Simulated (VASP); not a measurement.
**Pd: single point with revPBE**

Pd:

```
Pd
1.0
     0.00000    2.97337    2.97337
     2.97337    0.00000    2.97337
     2.97337    2.97337    0.00000
Pd
2
Direct
  0.12500 0.12500 0.12500
  0.87500 0.87500 0.87500
```

This isn't the form of Pd at room conditions, which is fcc.

```json
{"Program": "VASP 6.6.1", "Task": "single point", "Functional": "revPBE", "Potentials or basis": "VASP PAW PBE potentials, release 64 (Pd)", "Cutoff": "520 eV", "k mesh": "11 × 11 × 11", "Occupations": "fermi-dirac, width 0.05 eV", "Spin": "collinear spin", "Starting moments": "[-0.45, -0.45] μB", "Dipole correction": "no", "Further INCAR settings": "ALGO = Normal; EDIFF = 1e-06; NBANDS = 21"}
```

```
Pressure                                              : -2.2 GPa
Net moment                                            : -0.92 μB per cell
Site moments                                          : Pd -0.45 μB
Valence electrons inside the program's atomic spheres : Pd 9.22
```

Levels at points of the mesh, in eV from the Fermi level:
Spin up:
| k point | band 6 | band 7 | band 8 | band 9 | band 10 | band 11 | band 12 | band 13 | band 14 | band 15 |
| --- | --- | --- | --- | --- | --- | --- | --- | --- | --- | --- |
| (0.00, 0.00, 0.00) | -2.77 | -1.05 | -1.05 | -1.05 | -0.07 | -0.07 | 11.02 | 11.02 | 11.02 | 11.54 |
Spin down:
| k point | band 9 | band 10 | band 11 | band 12 | band 13 | band 14 |
| --- | --- | --- | --- | --- | --- | --- |
| (0.00, 0.00, 0.00) | -1.40 | -0.40 | -0.40 | 10.93 | 10.93 | 10.93 |

It took 3.4 min on 1 thread of AMD EPYC 7571, with other jobs on the host, peak memory 0.22 GiB.

Caveat: the PAW data sets were made with another functional, which shifts forces and pressure a little.
